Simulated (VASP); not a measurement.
The system is B.

```
B
1.0
     0.00000    2.06831    2.06831
     2.06831    0.00000    2.06831
     2.06831    2.06831    0.00000
B
2
Direct
  0.12500 0.12500 0.12500
  0.87500 0.87500 0.87500
```

| Quantity | Value |
| --- | --- |
| Program | VASP 6.6.1 |
| Task | relaxation of cell and atoms |
| Functional | BLYP |
| Potentials or basis | VASP PAW PBE potentials, release 64 (B) |
| Cutoff | 600 eV |
| k mesh | 13 × 13 × 13 |
| Occupations | fermi-dirac, width 0.1 eV |
| Spin | no spin polarisation |

At the start: pressure -5.4 GPa; volume 8.85 Å³/atom.

**Question.** How do energy, volume and symmetry change on relaxing?

**Answer.** Over 3 steps the energy falls by 5.3 meV/atom and the volume is 8.54 Å³/atom (-3.5 %); space group Fd-3m (No. 227, to 0.05 Å).

Step by step:
| step | energy change (eV) | largest force (eV/Å) | pressure (GPa) | volume (Å³) |
| --- | --- | --- | --- | --- |
| 1 | 0.0000 | 0.0000 | -5.44 | 17.70 |
| 2 | -0.0100 | 0.0000 | 1.45 | 16.94 |
| 3 | -0.0107 | 0.0000 | 0.00 | 17.08 |

Final structure:
```yaml
crystal:
  lattice:
    - [0.00000, 2.04417, 2.04417]
    - [2.04417, 0.00000, 2.04417]
    - [2.04417, 2.04417, 0.00000]
  atoms:
    - { symbol: B, position: [0.12500, 0.12500, 0.12500] }
    - { symbol: B, position: [0.87500, 0.87500, 0.87500] }
```

Caveat: the PAW data sets were made with another functional, which shifts forces and pressure a little.
